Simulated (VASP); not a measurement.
La: single point with PBEsol

The system is La.

```xyz
1
Lattice="3.1032 0.0000 0.0000 0.0000 3.1032 0.0000 0.0000 0.0000 3.1032" Properties=species:S:1:pos:R:3 pbc="T T T"
La    0.0000    0.0000    0.0000
```

* Program: VASP 6.6.1
* Task: single point
* Functional: PBEsol
* Potentials or basis: VASP PAW PBE potentials, release 64 (La)
* Cutoff: 520 eV
* k mesh: 5 × 5 × 5
* Occupations: methfessel-paxton, width 0.1 eV
* Spin: no spin polarisation

```
Pressure : 5.3 GPa
```

Levels at points of the mesh, in eV from the Fermi level:
```csv
k point,band 3,band 4,band 5,band 6,band 7,band 8,band 9,band 10
"(0.00, 0.00, 0.00)",-15.20,-15.20,-2.73,-1.64,-1.64,2.17,2.17,2.17
```

It took 4.8 s on 1 thread of AMD EPYC 9R45 96-Core Processor (Zen 5), on a shared host, peak memory 0.11 GiB.

Caveat: the k points lie up to 0.40 Å⁻¹ apart; the PAW data sets were made with another functional, which shifts forces and pressure a little; spin-orbit coupling is left out, which moves the levels of the heavy elements.
